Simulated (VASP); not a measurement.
# CaO in VASP: notebook

The runs below take CaO through single point, with PBE.

Everything below comes from runs of VASP 6.6.1. Logs are shortened: lines on timing, memory, paths and dates and some standing lists are left out, and cuts for length are marked.

**1. The cell of the first run**

The cell holds a slab with vacuum, 16 atoms: a = 6.940 Å, b = 6.940 Å, c = 17.250 Å, α = 90.00°, β = 90.00°, γ = 60.00°.

**2. Single point, PBE**

File INCAR:

```
SYSTEM = CaO
PREC     = Accurate       ! precision mode
ENCUT    = 520            ! plane-wave cutoff, eV
EDIFF    = 1E-6           ! SCF threshold, eV
ISMEAR   = -1             ! smearing method
SIGMA    = 0.05           ! smearing width, eV
LREAL    = Auto         
LASPH    = .TRUE.         ! aspherical terms in the spheres
NELM     = 80             ! most SCF steps
ALGO     = Normal         ! electronic algorithm
ISIF     = 2              ! what is computed and relaxed
LWAVE    = .FALSE.        ! write WAVECAR
LCHARG   = .FALSE.        ! write CHGCAR
GGA      = PE             ! functional
NBANDS   = 78             ! bands
```

File KPOINTS:

```
regular mesh
0
G
  2 2 1
  0 0 0
```

File POSCAR:

```
CaO
1.0
    6.9395460000      0.0000000000      0.0000000000
    3.4697730000      6.0098230000      0.0000000000
    0.0000000000      0.0000000000     17.2495870000
Ca O
8 8
Direct
    0.0000000000      0.0000000000      0.0579724025
    0.0000029021      0.4999980865      0.0579724025
    0.5000038907      0.0000000000      0.0579724025
    0.5000067929      0.4999980865      0.0579724025
    0.6577170446      0.6261914868      0.2177269520
    0.6265181443      0.1791899695      0.2761167557
    0.0980489952      0.6815674938      0.2042599629
    0.1491838746      0.1771100413      0.1962829603
    0.3107635332      0.8433526245      0.0788946425
    0.3258332804      0.3354008928      0.0900427355
    0.8324421068      0.8205233332      0.0625000471
    0.8206325326      0.3258665022      0.0891209743
    0.9921688909      0.4772353529      0.2597917272
    0.9630161828      0.0153914683      0.2185211739
    0.4430096846      0.5057719670      0.2293620131
    0.5069714200      0.9671665871      0.2254140925
```

Potentials or basis: VASP PAW PBE potentials, release 64 (Ca_sv, O).

The run is started by

```bash
$ cat potpaw_PBE.64/Ca_sv/POTCAR potpaw_PBE.64/O/POTCAR > POTCAR
$ mpirun -np 1 vasp_std > vasp.out
```

OUTCAR:

```text
SYSTEM = CaO
   PREC = Accurate
   ENCUT = 520
   EDIFF = 1E-6
   ISMEAR = -1
   LREAL = Auto
   LASPH = .TRUE.
   NELM = 80
   ISIF = 2
   GGA = PE

 ion  position               nearest neighbor table
   1  0.000  0.000  0.058-   9 1.90  12 2.03  11 2.09   8 3.09
   2  0.000  0.500  0.058-  11 1.93  10 2.03  12 2.19   7 3.05   8 3.08
   3  0.500  0.000  0.058-  11 2.00  10 2.09   9 2.11
   4  0.500  0.500  0.058-  12 2.00   9 2.10  10 2.11
   5  0.658  0.626  0.218-  15 2.05  16 2.06  13 2.14
   6  0.627  0.179  0.276-  15 2.13  16 2.20  14 2.25
   7  0.098  0.682  0.204-  14 2.03  15 2.12  13 2.12   2 3.05
   8  0.149  0.177  0.196-  13 2.11  14 2.13  16 2.22   2 3.08   1 3.09
   9  0.311  0.843  0.079-   1 1.90   4 2.10   3 2.11
  10  0.326  0.335  0.090-   2 2.03   3 2.09   4 2.11
  11  0.832  0.821  0.063-   2 1.93   3 2.00   1 2.09
  12  0.821  0.326  0.089-   4 2.00   1 2.03   2 2.19
  13  0.992  0.477  0.260-   8 2.11   7 2.12   5 2.14
  14  0.963  0.015  0.219-   7 2.03   8 2.13   6 2.25
  15  0.443  0.506  0.229-   5 2.05   7 2.12   6 2.13
  16  0.507  0.967  0.225-   5 2.06   6 2.20   8 2.22

  LATTYP: Found a hexagonal cell.
 ALAT       =     6.9395458902
 C/A-ratio  =     2.4856939161

  Lattice vectors:

 A1 = (  -3.4697730000,  -6.0098230000,   0.0000000000)
 A2 = (   6.9395460000,   0.0000000000,   0.0000000000)
 A3 = (   0.0000000000,   0.0000000000,  17.2495870000)

Analysis of symmetry for initial positions (statically):
=====================================================================
 Subroutine PRICEL returns:
 Original cell was already a primitive cell.

 Routine SETGRP: Setting up the symmetry group for a
 hexagonal supercell.

 Subroutine GETGRP returns: Found  1 space group operations
 (whereof  1 operations were pure point group operations)
 out of a pool of 24 trial point group operations.

The static configuration has the point symmetry C_1 .

Analysis of symmetry for dynamics (positions and initial velocities):
=====================================================================
 Subroutine PRICEL returns:
 Original cell was already a primitive cell.

 Routine SETGRP: Setting up the symmetry group for a
 hexagonal supercell.

 Subroutine GETGRP returns: Found  1 space group operations
 (whereof  1 operations were pure point group operations)
 out of a pool of 24 trial point group operations.

The dynamic configuration has the point symmetry C_1 .

 Subroutine INISYM returns: Found  1 space group operations
 (whereof  1 operations are pure point group operations),
 and found     1 'primitive' translations

----------------------------------------------------------------------------------------

                                     Primitive cell

  volume of cell :     719.4017

  direct lattice vectors                    reciprocal lattice vectors
     6.939546000  0.000000000  0.000000000     0.144101646 -0.083197126  0.000000000
     3.469773000  6.009823000  0.000000000     0.000000000  0.166394252  0.000000000
     0.000000000  0.000000000 17.249587000     0.000000000  0.000000000  0.057972402

  length of vectors
     6.939546000  6.939545890 17.249587000     0.166394249  0.166394252  0.057972402

  position of ions in fractional coordinates (direct lattice)
     0.000000000  0.000000000  0.057972402
     0.000002902  0.499998086  0.057972402
     0.500003891  0.000000000  0.057972402
     0.500006793  0.499998086  0.057972402
     0.657717045  0.626191487  0.217726952
     0.626518144  0.179189970  0.276116756
[... 8 lines left out ...]
     0.443009685  0.505771967  0.229362013
     0.506971420  0.967166587  0.225414093

  ion indices of the primitive-cell ions
   primitive index   ion index
                 1           1
                 2           2
                 3           3
                 4           4
                 5           5
                 6           6
[... 8 lines left out ...]
                15          15
                16          16

----------------------------------------------------------------------------------------

 KPOINTS: regular mesh

Automatic generation of k-mesh.
 Grid dimensions read from file:
 generate k-points for:    2    2    1

 Generating k-lattice:

  Cartesian coordinates                     Fractional coordinates (reciprocal lattice)
     0.072050823 -0.041598563  0.000000000     0.500000000  0.000000000  0.000000000
     0.000000000  0.083197126  0.000000000     0.000000000  0.500000000  0.000000000
     0.000000000  0.000000000  0.057972402     0.000000000  0.000000000  1.000000000

  Length of vectors
     0.083197124  0.083197126  0.057972402

  Shift w.r.t. Gamma in fractional coordinates (k-lattice)
     0.000000000  0.000000000  0.000000000

 Subroutine IBZKPT returns following result:
 ===========================================

 Found      4 irreducible k-points:

 Following reciprocal coordinates:
            Coordinates               Weight
  0.000000  0.000000  0.000000      1.000000
  0.500000  0.000000  0.000000      1.000000
  0.500000  0.500000  0.000000      1.000000
  0.000000  0.500000  0.000000      1.000000
   k-points           NKPTS =      4   k-points in BZ     NKDIM =      4   number of bands    NBANDS=     78
   number of dos      NEDOS =    301   number of ions     NIONS =     16
   total plane-waves  NPLWV = 373248
   dimension x,y,z NGX =    54 NGY =   54 NGZ =  128
   dimension x,y,z NGXF=   108 NGYF=  108 NGZF=  256
   ions per type =               8   8
   NGX,Y,Z   is equivalent  to a cutoff of  12.94, 12.94, 12.34 a.u.
   NGXF,Y,Z  is equivalent  to a cutoff of  25.87, 25.87, 24.67 a.u.
 SYSTEM =  CaO
   PREC   = accura    normal or accurate (medium, high low for compatibility)
   ISTART =      0    job   : 0-new  1-cont  2-samecut
   ICHARG =      2    charge: 1-file 2-atom 10-const
   ISPIN  =      1    spin polarized calculation?
   LNONCOLLINEAR =      F non collinear calculations
   LSORBIT =      F    spin-orbit coupling
   LASPH  =      T    aspherical Exc in radial PAW
   ENCUT  =  520.0 eV  38.22 Ry    6.18 a.u.  12.90 12.90 32.07*2*pi/ulx,y,z
   NELM   =     80;   NELMIN=  2; NELMDL= -5     # of ELM steps
   EDIFF  = 0.1E-05   stopping-criterion for ELM
   LREAL  =      T    real-space projection
   EDIFFG = 0.1E-04   stopping-criterion for IOM
   NSW    =      0    number of steps for IOM
[... 5 lines left out ...]
   TEBEG  =    0.0;   TEEND  =   0.0 temperature during run
   PSTRESS=    0.0 pullay stress
   NELECT =     128.0000    total number of electrons
   NUPDOWN=      -1.0000    fix difference up-down
   EMIN   =  10.00;   EMAX   =-10.00  energy-range for DOS
   EFERMI =   0.00;   METHOD = LEGACY
   ISMEAR =    -1;   SIGMA  =   0.05  broadening in eV -4-tet -1-fermi 0-gaus
   EFERMI_NEDOS =   21; number of points for ismear=-14 and -15
   IALGO  =     38    algorithm
   IMIX   =      4    mixing-type and parameters
     AMIX     =   0.40;   BMIX     =  1.00
     AMIX_MAG =   1.60;   BMIX_MAG =  1.00
  volume/ion in A,a.u.               =      44.96       303.42
  Fermi-wavevector in a.u.,A,eV,Ry     =   0.920777  1.740016 11.535425  0.847830
  Thomas-Fermi vector in A             =   2.046120
   LORBIT       =      0    0 simple, 1 ext, 2 COOP (PROOUT), +10 PAW based schemes
   GGA     = PE    functional components
   LHFCALC =     F    Hartree Fock is set to
   AEXX    =    0.0000 exact exchange contribution
   IVDW    =     0    specifies the selected vdW correction
   LEPSILON=     F    determine dielectric tensor
   LRPA    =     F    only Hartree local field effects (RPA)
 non-spin polarized calculation
  energy-cutoff  :      520.00
  volume of cell :      719.40
 maximum number of plane-waves:     19374
 NGX is ok and might be reduce to    54
   NGX = 25   NGY = 25   NGZ = 65

 number of electron     127.9999997 magnetization

 Free energy of the ion-electron system (eV)
  ---------------------------------------------------
  ext. energy  EPLUGINS =         0.00000000
  ---------------------------------------------------
  free energy    TOTEN  =       -89.55271659 eV

  energy without entropy =      -89.51195664  energy(sigma->0) =      -89.53233662

 E-fermi :  -1.0300     XC(G=0):  -4.1581

 val. band max:       -1.1278505748   @ k =   0.0000   0.0000   0.0000
 cond. band min:      -0.9826517433   @ k =   0.0000   0.0000   0.0000
 fundamental gap:      0.1451988315
 Fermi energy:        -1.0299501888

 k-point     1 :       0.0000    0.0000    0.0000
  band No.  band energies     occupation
      1     -40.1084      2.00000
      2     -40.0342      2.00000
      3     -39.9487      2.00000
      4     -39.4744      2.00000
      5     -39.2915      2.00000
      6     -38.5026      2.00000
[... 68 lines left out ...]
     75       3.4443      0.00000
     76       3.6158      0.00000

 k-point     2 :       0.5000    0.0000    0.0000
  band No.  band energies     occupation
      1     -40.0978      2.00000
      2     -40.0416      2.00000
      3     -39.9507      2.00000
      4     -39.4763      2.00000
      5     -39.2913      2.00000
      6     -38.5015      2.00000
[... 68 lines left out ...]
     75       3.2384      0.00000
     76       3.5732      0.00000

 k-point     3 :       0.5000    0.5000    0.0000
  band No.  band energies     occupation
      1     -40.1005      2.00000
      2     -40.0388      2.00000
      3     -39.9509      2.00000
      4     -39.4762      2.00000
      5     -39.2913      2.00000
      6     -38.5007      2.00000
[... 68 lines left out ...]
     75       3.3732      0.00000
     76       3.4853      0.00000

 k-point     4 :       0.0000    0.5000    0.0000
  band No.  band energies     occupation
      1     -40.1026      2.00000
      2     -40.0324      2.00000
      3     -39.9554      2.00000
      4     -39.4760      2.00000
      5     -39.2913      2.00000
      6     -38.4998      2.00000
[... 68 lines left out ...]
     75       3.4111      0.00000
     76       3.5747      0.00000
 [bands above 76 left out]

------------------------ aborting loop because EDIFF is reached ----------------------------------------

  FORCE on cell =-STRESS in cart. coord.  units (eV):
  Direction    XX          YY          ZZ          XY          YZ          ZX
  --------------------------------------------------------------------------------------
  -------------------------------------------------------------------------------------
  Total       35.5577973     40.3884607      1.8173231     -2.0262212     -0.6519597      3.1906711
  in kB       79.1906652     89.9490212      4.0473549     -4.5125913     -1.4519774      7.1059343
  external PRESSURE =      57.7290138 kB  Pullay stress =       0.0000000 kB

 VOLUME and BASIS-vectors are now :
 -----------------------------------------------------------------------------
  energy-cutoff  :      520.00
  volume of cell :      719.40
      direct lattice vectors                 reciprocal lattice vectors
     6.939546000  0.000000000  0.000000000     0.144101646 -0.083197126  0.000000000
     3.469773000  6.009823000  0.000000000     0.000000000  0.166394252  0.000000000
     0.000000000  0.000000000 17.249587000     0.000000000  0.000000000  0.057972402

 POSITION                                       TOTAL-FORCE (eV/Angst)
 -----------------------------------------------------------------------------------
      0.00000      0.00000      1.00000        -2.976378      1.127655     -0.506626
      1.73490      3.00490      1.00000        -1.347103     -2.276647     -1.465819
      3.46980      0.00000      1.00000        -0.519758      0.496084      0.836367
      5.20470      3.00490      1.00000        -1.301674      0.022717      0.266730
      6.73700      3.76330      3.75570         0.143120      0.054564      0.252086
      4.96950      1.07690      4.76290        -0.050121     -0.737946     -0.784809
[... 8 lines left out ...]
      4.82920      3.03960      3.95640        -0.325810     -0.602093      0.223726
      6.87400      5.81250      3.88830         0.372514      1.342638     -0.211919
 -----------------------------------------------------------------------------------
    total drift:                                0.002117      0.006546      0.001333

  FREE ENERGIE OF THE ION-ELECTRON SYSTEM (eV)
  ---------------------------------------------------
  free  energy   TOTEN  =       -89.5527165918 eV

  energy  without entropy=      -89.5119566413  energy(sigma->0) =      -89.53233662
```

It took 7.9 min on 1 thread of AMD EPYC 9R45 (Zen 5), shared host; peak memory 0.74 GiB.

Results:

```
Free energy            : -89.5527 eV
Largest force          : 3.223 eV/Å
Band gap on the k mesh : 0.15 eV
```

Forces on the atoms (eV/Å):
```
Ca  -2.976  1.128 -0.507
Ca  -1.347 -2.277 -1.466
Ca  -0.520  0.496  0.836
Ca  -1.302  0.023  0.267
Ca   0.143  0.055  0.252
Ca  -0.050 -0.738 -0.785
Ca   0.744 -0.671  0.488
Ca   0.526 -1.082  1.000
O    2.779 -1.407  0.129
O   -0.055  0.155 -0.318
O    0.758  0.864 -0.280
O    2.075  1.380  0.054
O   -0.189  0.074  0.013
O   -0.633  1.261  0.304
O   -0.326 -0.602  0.224
O    0.373  1.343 -0.212
```

Caveat: the k points lie up to 0.52 Å⁻¹ apart; there is no dipole correction, which matters where the two faces differ; semilocal functionals underestimate gaps, and a narrow one can read as zero.

(Part 1 of 2 ends here.)
